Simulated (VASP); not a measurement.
# InP (F-43m) in VASP: notebook

InP is run at these levels: r2SCAN; tasks: single point.

Everything below comes from runs of VASP 6.6.1. Logs are shortened: lines on timing, memory, paths and dates and some standing lists are left out, and cuts for length are marked.

## 1. The cell of the first run

It takes space group F-43m (No. 216, cubic). Conventional cell: a = 5.609 Å, b = 5.609 Å, c = 5.609 Å, α = 90.00°, β = 90.00°, γ = 90.00°. In (site symmetry -43m) has 4 P at 2.43 Å within 3.2 Å. P (site symmetry -43m) has 4 In at 2.43 Å within 3.2 Å.

## 2. Single point, r2SCAN

POSCAR reads:

```
InP
1.0
    0.0000000000      2.8047238008      2.8047238008
    2.8047238008      0.0000000000      2.8047238008
    2.8047238008      2.8047238008      0.0000000000
In P
1 1
Direct
    0.0000000000      0.0000000000      0.0000000000
    0.7500000000      0.7500000000      0.7500000000
```

INCAR.step1 reads:

```
  PREC = Accurate
  ENCUT = 550
  ISMEAR = 0
  SIGMA = 0.01
  LREAL = False
  LASPH = True
  NELM = 120
  NBANDS = 16
  GGA = PE
  ALGO = Normal
  EDIFF = 1E-5
  LWAVE = True
  LCHARG = False
  GGA_COMPAT = False
```

INCAR.step2 reads:

```
  PREC = Accurate
  ENCUT = 550
  EDIFF = 1E-6
  ISMEAR = 0
  SIGMA = 0.01
  LREAL = False
  LASPH = True
  NELM = 120
  ALGO = Normal
  ISIF = 2
  LWAVE = False
  LCHARG = True
  METAGGA = R2SCAN
  LMIXTAU = True
  LELF = True
  LVHAR = True
  NBANDS = 16
  ISTART = 1
  GGA_COMPAT = False
```

KPOINTS reads:

```
regular mesh
0
Gamma
  8 8 8
```

Potentials or basis: VASP PAW PBE potentials, release 64 (In_d, P).

Run with:

```
$ cat potpaw_PBE.64/In_d/POTCAR potpaw_PBE.64/P/POTCAR > POTCAR
$ cp INCAR.step1 INCAR
$ mpirun -np 1 vasp_std > vasp.out
$ cp INCAR.step2 INCAR
$ mpirun -np 1 vasp_std > vasp.out
```

OUTCAR:

```text
PREC = Accurate
   ENCUT = 550
   EDIFF = 1E-6
   ISMEAR = 0
   LREAL = False
   LASPH = True
   NELM = 120
   ISIF = 2
   METAGGA = R2SCAN
   ISTART = 1

 ion  position               nearest neighbor table
   1  0.000  0.000  0.000-   2 2.43   2 2.43   2 2.43   2 2.43
   2  0.750  0.750  0.750-   1 2.43   1 2.43   1 2.43   1 2.43

  LATTYP: Found a face centered cubic cell.
 ALAT       =     5.6094476016

  Lattice vectors:

 A1 = (   0.0000000000,   2.8047238008,   2.8047238008)
 A2 = (   2.8047238008,   0.0000000000,   2.8047238008)
 A3 = (   2.8047238008,   2.8047238008,   0.0000000000)

Analysis of symmetry for initial positions (statically):
=====================================================================
 Subroutine PRICEL returns:
 Original cell was already a primitive cell.

 Routine SETGRP: Setting up the symmetry group for a
 face centered cubic supercell.

 Subroutine GETGRP returns: Found 24 space group operations
 (whereof 24 operations were pure point group operations)
 out of a pool of 48 trial point group operations.

The static configuration has the point symmetry T_d .

Analysis of symmetry for dynamics (positions and initial velocities):
=====================================================================
 Subroutine PRICEL returns:
 Original cell was already a primitive cell.

 Routine SETGRP: Setting up the symmetry group for a
 face centered cubic supercell.

 Subroutine GETGRP returns: Found 24 space group operations
 (whereof 24 operations were pure point group operations)
 out of a pool of 48 trial point group operations.

The dynamic configuration has the point symmetry T_d .

 Subroutine INISYM returns: Found 24 space group operations
 (whereof 24 operations are pure point group operations),
 and found     1 'primitive' translations

----------------------------------------------------------------------------------------

                                     Primitive cell

  volume of cell :      44.1266

  direct lattice vectors                    reciprocal lattice vectors
     0.000000000  2.804723801  2.804723801    -0.178270673  0.178270673  0.178270673
     2.804723801  0.000000000  2.804723801     0.178270673 -0.178270673  0.178270673
     2.804723801  2.804723801  0.000000000     0.178270673  0.178270673 -0.178270673

  length of vectors
     3.966478438  3.966478438  3.966478438     0.308773863  0.308773863  0.308773863

  position of ions in fractional coordinates (direct lattice)
     0.000000000  0.000000000  0.000000000
     0.750000000  0.750000000  0.750000000

  ion indices of the primitive-cell ions
   primitive index   ion index
                 1           1
                 2           2

----------------------------------------------------------------------------------------

 KPOINTS: regular mesh

Automatic generation of k-mesh.
 Grid dimensions read from file:
 generate k-points for:    8    8    8

 Generating k-lattice:

  Cartesian coordinates                     Fractional coordinates (reciprocal lattice)
    -0.022283834  0.022283834  0.022283834     0.125000000  0.000000000  0.000000000
     0.022283834 -0.022283834  0.022283834     0.000000000  0.125000000  0.000000000
     0.022283834  0.022283834 -0.022283834     0.000000000  0.000000000  0.125000000

  Length of vectors
     0.038596733  0.038596733  0.038596733

  Shift w.r.t. Gamma in fractional coordinates (k-lattice)
     0.000000000  0.000000000  0.000000000

 Subroutine IBZKPT returns following result:
 ===========================================

 Found     29 irreducible k-points:

 Following reciprocal coordinates:
            Coordinates               Weight
  0.000000  0.000000  0.000000      1.000000
  0.125000  0.000000  0.000000      8.000000
  0.250000  0.000000  0.000000      8.000000
  0.375000  0.000000  0.000000      8.000000
  0.500000  0.000000  0.000000      4.000000
  0.125000  0.125000  0.000000      6.000000
[... 16 lines left out ...]
  0.500000  0.250000  0.125000     48.000000
 -0.375000  0.250000  0.125000     24.000000
 [... further k-points ...]
   k-points           NKPTS =     29   k-points in BZ     NKDIM =     29   number of bands    NBANDS=     16
   number of dos      NEDOS =    301   number of ions     NIONS =      2
   total plane-waves  NPLWV =  27000
   dimension x,y,z NGX =    30 NGY =   30 NGZ =   30
   dimension x,y,z NGXF=    60 NGYF=   60 NGZF=   60
   ions per type =               1   1
   NGX,Y,Z   is equivalent  to a cutoff of  12.57, 12.57, 12.57 a.u.
   NGXF,Y,Z  is equivalent  to a cutoff of  25.15, 25.15, 25.15 a.u.
 SYSTEM =  unknown system
   PREC   = accura    normal or accurate (medium, high low for compatibility)
   ISTART =      1    job   : 0-new  1-cont  2-samecut
   ICHARG =      0    charge: 1-file 2-atom 10-const
   ISPIN  =      1    spin polarized calculation?
   LNONCOLLINEAR =      F non collinear calculations
   LSORBIT =      F    spin-orbit coupling
   LASPH  =      T    aspherical Exc in radial PAW
   ENCUT  =  550.0 eV  40.42 Ry    6.36 a.u.   7.58  7.58  7.58*2*pi/ulx,y,z
   NELM   =    120;   NELMIN=  2; NELMDL=  0     # of ELM steps
   EDIFF  = 0.1E-05   stopping-criterion for ELM
   LREAL  =      F    real-space projection
   EDIFFG = 0.1E-04   stopping-criterion for IOM
   NSW    =      0    number of steps for IOM
   IBRION =     -1    ionic relax: 0-MD 1-quasi-New 2-CG
   NFREE  =      0    steps in history (QN), initial steepest desc. (CG)
   ISIF   =      2    stress and relaxation
   ISYM   =      2    0-nonsym 1-usesym 2-fastsym
   POTIM  = 0.5000    time-step for ionic-motion
   TEBEG  =    0.0;   TEEND  =   0.0 temperature during run
   PSTRESS=    0.0 pullay stress
   NELECT =      18.0000    total number of electrons
   NUPDOWN=      -1.0000    fix difference up-down
   EMIN   =  10.00;   EMAX   =-10.00  energy-range for DOS
   EFERMI =   0.00;   METHOD = LEGACY
   ISMEAR =     0;   SIGMA  =   0.01  broadening in eV -4-tet -1-fermi 0-gaus
   EFERMI_NEDOS =   21; number of points for ismear=-14 and -15
   IALGO  =     38    algorithm
   IMIX   =      4    mixing-type and parameters
     AMIX     =   0.40;   BMIX     =  1.00
     AMIX_MAG =   1.60;   BMIX_MAG =  1.00
  volume/ion in A,a.u.               =      22.06       148.89
  Fermi-wavevector in a.u.,A,eV,Ry     =   1.214131  2.294375 20.056542  1.474114
  Thomas-Fermi vector in A             =   2.349561
   LORBIT       =      0    0 simple, 1 ext, 2 COOP (PROOUT), +10 PAW based schemes
   METAGGA = R2SCAN    functional components
   LHFCALC =     F    Hartree Fock is set to
   AEXX    =    0.0000 exact exchange contribution
   IVDW    =     0    specifies the selected vdW correction
   LEPSILON=     F    determine dielectric tensor
   LRPA    =     F    only Hartree local field effects (RPA)
 non-spin polarized calculation
 Gauss-broadening in eV      SIGMA  =   0.01
  energy-cutoff  :      550.00
  volume of cell :       44.13
 maximum number of plane-waves:      1308
   NGX = 15   NGY = 15   NGZ = 15

 number of electron      18.0000001 magnetization

 Free energy of the ion-electron system (eV)
  ---------------------------------------------------
  ext. energy  EPLUGINS =         0.00000000
  ---------------------------------------------------
  free energy    TOTEN  =       -32.00084049 eV

  energy without entropy =      -32.00084049  energy(sigma->0) =      -32.00084049

 E-fermi :   6.7053     XC(G=0): -10.5183

 val. band max:        6.5856033241   @ k =   0.0000   0.0000   0.0000
 cond. band min:       8.3447012357   @ k =   0.5000   0.5000   0.0000
 fundamental gap:      1.7590979116
 Fermi energy:         6.7053179822

 k-point     1 :       0.0000    0.0000    0.0000
  band No.  band energies     occupation
      1      -8.4165      2.00000
      2      -8.4165      2.00000
      3      -8.4164      2.00000
      4      -8.1514      2.00000
      5      -8.1514      2.00000
      6      -6.4419      2.00000
[... 8 lines left out ...]
     15      16.6958      0.00000
     16      16.6958      0.00000

 k-point     2 :       0.1250    0.0000    0.0000
  band No.  band energies     occupation
      1      -8.4570      2.00000
      2      -8.4040      2.00000
      3      -8.4040      2.00000
      4      -8.1513      2.00000
      5      -8.1513      2.00000
      6      -6.2058      2.00000
[... 8 lines left out ...]
     15      15.9606      0.00000
     16      17.1756      0.00000

 k-point     3 :       0.2500    0.0000    0.0000
  band No.  band energies     occupation
      1      -8.5410      2.00000
      2      -8.3772      2.00000
      3      -8.3772      2.00000
      4      -8.1474      2.00000
      5      -8.1474      2.00000
      6      -5.5543      2.00000
[... 8 lines left out ...]
     15      15.7360      0.00000
     16      16.5750      0.00000

 k-point     4 :       0.3750    0.0000    0.0000
  band No.  band energies     occupation
      1      -8.6126      2.00000
      2      -8.3566      2.00000
      3      -8.3565      2.00000
      4      -8.1366      2.00000
      5      -8.1366      2.00000
      6      -4.6657      2.00000
[... 8 lines left out ...]
     15      16.8685      0.00000
     16      16.8685      0.00000

 k-point     5 :       0.5000    0.0000    0.0000
  band No.  band energies     occupation
      1      -8.6398      2.00000
      2      -8.3501      2.00000
      3      -8.3501      2.00000
      4      -8.1298      2.00000
      5      -8.1298      2.00000
      6      -4.1254      2.00000
[... 8 lines left out ...]
     15      18.1138      0.00000
     16      18.1138      0.00000

 k-point     6 :       0.1250    0.1250    0.0000
  band No.  band energies     occupation
      1      -8.4811      2.00000
      2      -8.3920      2.00000
      3      -8.3920      2.00000
      4      -8.1623      2.00000
      5      -8.1427      2.00000
      6      -6.1297      2.00000
[... 8 lines left out ...]
     15      16.8326      0.00000
     16      17.7922      0.00000

 k-point     7 :       0.2500    0.1250    0.0000
  band No.  band energies     occupation
      1      -8.5470      2.00000
      2      -8.3693      2.00000
      3      -8.3638      2.00000
      4      -8.1703      2.00000
      5      -8.1343      2.00000
      6      -5.6208      2.00000
[... 8 lines left out ...]
     15      16.6995      0.00000
     16      18.0630      0.00000

 k-point     8 :       0.3750    0.1250    0.0000
  band No.  band energies     occupation
      1      -8.6104      2.00000
      2      -8.3512      2.00000
      3      -8.3403      2.00000
      4      -8.1649      2.00000
      5      -8.1262      2.00000
      6      -4.7981      2.00000
[... 8 lines left out ...]
     15      17.4541      0.00000
     16      17.6338      0.00000

 k-point     9 :       0.5000    0.1250    0.0000
  band No.  band energies     occupation
      1      -8.6439      2.00000
      2      -8.3432      2.00000
      3      -8.3323      2.00000
      4      -8.1483      2.00000
      5      -8.1265      2.00000
      6      -4.0509      2.00000
[... 8 lines left out ...]
     15      18.1430      0.00000
     16      18.5398      0.00000
[... 172 lines left out ...]
 k-point    19 :       0.5000    0.3750    0.0000
  band No.  band energies     occupation
      1      -8.7118      2.00000
      2      -8.2661      2.00000
      3      -8.2535      2.00000
      4      -8.2258      2.00000
      5      -8.1006      2.00000
      6      -3.4864      2.00000
[... 8 lines left out ...]
     15      18.3479      0.00000
     16      19.9616      0.00000

 k-point    20 :      -0.3750    0.3750    0.0000
  band No.  band energies     occupation
      1      -8.6926      2.00000
      2      -8.2923      2.00000
      3      -8.2647      2.00000
      4      -8.2006      2.00000
      5      -8.1175      2.00000
      6      -3.2790      2.00000
[... 8 lines left out ...]
     15      17.3094      0.00000
     16      21.0588      0.00000

 k-point    21 :       0.5000    0.5000    0.0000
  band No.  band energies     occupation
      1      -8.7315      2.00000
      2      -8.2452      2.00000
      3      -8.2399      2.00000
      4      -8.2399      2.00000
      5      -8.0920      2.00000
      6      -3.2931      2.00000
[... 8 lines left out ...]
     15      17.9383      0.00000
     16      19.4870      0.00000

 k-point    22 :       0.3750    0.2500    0.1250
  band No.  band energies     occupation
      1      -8.6027      2.00000
      2      -8.3448      2.00000
      3      -8.3342      2.00000
      4      -8.1796      2.00000
      5      -8.1263      2.00000
      6      -5.0230      2.00000
[... 8 lines left out ...]
     15      17.7201      0.00000
     16      19.5110      0.00000

 k-point    23 :       0.5000    0.2500    0.1250
  band No.  band energies     occupation
      1      -8.6435      2.00000
      2      -8.3341      2.00000
      3      -8.3097      2.00000
      4      -8.1733      2.00000
      5      -8.1261      2.00000
      6      -4.2047      2.00000
[... 8 lines left out ...]
     15      18.5849      0.00000
     16      19.1217      0.00000

 k-point    24 :      -0.3750    0.2500    0.1250
  band No.  band energies     occupation
      1      -8.6582      2.00000
      2      -8.3324      2.00000
      3      -8.3010      2.00000
      4      -8.1632      2.00000
      5      -8.1305      2.00000
      6      -3.7168      2.00000
[... 8 lines left out ...]
     15      18.2039      0.00000
     16      19.1485      0.00000

 [... further k-points ...]

------------------------ aborting loop because EDIFF is reached ----------------------------------------

  FORCE on cell =-STRESS in cart. coord.  units (eV):
  Direction    XX          YY          ZZ          XY          YZ          ZX
  --------------------------------------------------------------------------------------
  -------------------------------------------------------------------------------------
  Total        4.0808159      4.0808159      4.0808159      0.0000000     -0.0000000     -0.0000000
  in kB      148.1689778    148.1689778    148.1689778      0.0000000     -0.0000000     -0.0000000
  external PRESSURE =     148.1689778 kB  Pullay stress =       0.0000000 kB

 VOLUME and BASIS-vectors are now :
 -----------------------------------------------------------------------------
  energy-cutoff  :      550.00
  volume of cell :       44.13
      direct lattice vectors                 reciprocal lattice vectors
     0.000000000  2.804723801  2.804723801    -0.178270673  0.178270673  0.178270673
     2.804723801  0.000000000  2.804723801     0.178270673 -0.178270673  0.178270673
     2.804723801  2.804723801  0.000000000     0.178270673  0.178270673 -0.178270673

 POSITION                                       TOTAL-FORCE (eV/Angst)
 -----------------------------------------------------------------------------------
      0.00000      0.00000      0.00000         0.000000      0.000000      0.000000
      4.20709      4.20709      4.20709        -0.000000     -0.000000     -0.000000
 -----------------------------------------------------------------------------------
    total drift:                               -0.000000     -0.000000     -0.000000

  FREE ENERGIE OF THE ION-ELECTRON SYSTEM (eV)
  ---------------------------------------------------
  free  energy   TOTEN  =       -32.0008404937 eV

  energy  without entropy=      -32.0008404937  energy(sigma->0) =      -32.00084049
```

Wall time 36 s (1 thread of Intel Xeon 6975P-C (Granite Rapids), shared host); peak memory 0.18 GiB.

Results:

* Free energy: -32.0008 eV
* Pressure: 14.8 GPa
* Band gap on the k mesh: 1.76 eV (least direct gap 1.92 eV)

Caveat: the cell stands under pressure; the PAW data sets were made with another functional, which shifts forces and pressure a little; spin-orbit coupling is left out, which moves the levels of the heavy elements.

## 3. Single point, r2SCAN

This run uses another cell than the first one, of 23.01 Å³/atom.

POSCAR reads:

```
InP
1.0
    0.0000000000      2.8442767085      2.8442767085
    2.8442767085      0.0000000000      2.8442767085
    2.8442767085      2.8442767085      0.0000000000
In P
1 1
Direct
    0.0000000000      0.0000000000      0.0000000000
    0.7500000000      0.7500000000      0.7500000000
```

INCAR.step1 reads:

```
ALGO = Normal ; EDIFF = 1E-5
ENCUT = 550 ; GGA = PE
GGA_COMPAT = F ; ISMEAR = 0
LASPH = T ; LCHARG = F
LREAL = F ; LWAVE = T
NBANDS = 16 ; NELM = 120
PREC = Accurate ; SIGMA = 0.01
```

INCAR.step2 reads:

```
ALGO = Normal ; EDIFF = 1E-6
ENCUT = 550 ; GGA_COMPAT = F
ISIF = 2 ; ISMEAR = 0
ISTART = 1 ; LASPH = T
LCHARG = F ; LMIXTAU = T
LREAL = F ; LWAVE = F
METAGGA = R2SCAN ; NBANDS = 16
NELM = 120 ; PREC = Accurate
SIGMA = 0.01
```

KPOINTS reads:

```
k-points
0
Gamma
  8 8 8
```

Potentials or basis: VASP PAW PBE potentials, release 64 (In_d, P).

Run with:

```
$ cat potpaw_PBE.64/In_d/POTCAR potpaw_PBE.64/P/POTCAR > POTCAR
$ cp INCAR.step1 INCAR
$ mpirun -np 1 vasp_std > vasp.out
$ cp INCAR.step2 INCAR
$ mpirun -np 1 vasp_std > vasp.out
```

Run time: 26 s. Hardware: 1 thread of Intel Xeon 6975P-C (Granite Rapids), shared host; peak memory 0.19 GiB.

Results (log left out):

```
Free energy            : -32.1460 eV
Pressure               : 9.8 GPa
Band gap on the k mesh : 1.69 eV
```

Levels at points of the mesh, in eV from the valence-band top:
```tsv
k point	band 6	band 7	band 8	band 9	band 10	band 11	band 12	band 13
(0.00, 0.00, 0.00)	-12.68	0.00	0.00	0.00	1.69	4.42	4.42	4.42
(0.50, 0.00, 0.00)	-10.54	-6.42	-1.15	-1.15	2.10	5.15	5.15	7.72
(0.50, 0.50, 0.00)	-9.75	-6.31	-2.75	-2.75	1.85	2.52	10.53	10.94
```

Caveat: the cell stands under pressure; the PAW data sets were made with another functional, which shifts forces and pressure a little; spin-orbit coupling is left out, which moves the levels of the heavy elements.

(Part 1 of 2 ends here.)
